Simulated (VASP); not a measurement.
Wanted: the native input for a VASP 6.6.1 run.

* Task: single point
* Functional: PBEsol
* Potentials or basis: VASP PAW PBE potentials, release 64 (Ta_pv, Si)
* Cutoff: 520 eV
* k mesh: 12 × 12 × 6
* Occupations: gaussian, width 0.15 eV
* Spin: no spin polarisation
* Dipole correction: no
* Further INCAR settings: ALGO = Normal; EDIFF = 1e-06; NBANDS = 38

The structure of TaSi2 lies in POSCAR:

```
TaSi2
1.0
    4.9038199463      0.0000000000      0.0000000000
   -2.4519099731      4.2468326491      0.0000000000
    0.0000000000      0.0000000000      6.7528273320
Ta Si
3 6
Direct
    0.5000000000      0.0000000000      0.0000000000
    0.5000000000      0.5000000000      0.6666666667
    0.0000000000      0.5000000000      0.3333333333
    0.1592827538      0.3185655077      0.0000000000
    0.8407172462      0.1592827538      0.6666666667
    0.6814344923      0.8407172462      0.3333333333
    0.8407172462      0.6814344923      0.0000000000
    0.1592827538      0.8407172462      0.6666666667
    0.3185655077      0.1592827538      0.3333333333
```

This cell differs from its parent crystal: strain +0.030 along x and y, +0.030 along z.

These files were run (other wordings do the same):

INCAR

```
SYSTEM = TaSi2
PREC     = Accurate       ! precision mode
ENCUT    = 520            ! plane-wave cutoff, eV
EDIFF    = 1E-6           ! SCF threshold, eV
ISMEAR   = 0              ! smearing method
SIGMA    = 0.15           ! smearing width, eV
LREAL    = .False.        ! projectors in reciprocal space
LASPH    = .True.         ! aspherical terms in the spheres
NELM     = 60             ! most SCF steps
ALGO     = Normal         ! electronic algorithm
ISIF     = 2              ! what is computed and relaxed
LWAVE    = .False.        ! write WAVECAR
LCHARG   = .False.        ! write CHGCAR
GGA      = PS             ! functional
NBANDS   = 38             ! bands
```

KPOINTS

```
regular mesh
0
Gamma
  12 12 6
  0 0 0
```

Potentials or basis: VASP PAW PBE potentials, release 64 (Ta_pv, Si).

The run is started by

```sh
$ cat potpaw_PBE.64/Ta_pv/POTCAR potpaw_PBE.64/Si/POTCAR > POTCAR
$ mpirun -np 1 vasp_std > vasp.out
```

It gave:

```yaml
Pressure: -14.3 GPa
Largest_force: 0.022 eV/Å
Band_gap_on_the_k_mesh: zero (an odd number of electrons rules out a gap without spin polarisation)
```

Caveat: the cell differs from its parent crystal (strain +0.030 along x and y, +0.030 along z); the cell stands under tension; the PAW data sets were made with another functional, which shifts forces and pressure a little; spin-orbit coupling is left out, which moves the levels of the heavy elements.

Wall time 11 min on 1 thread of AMD EPYC 7571 (shared host), peak memory 0.42 GiB.
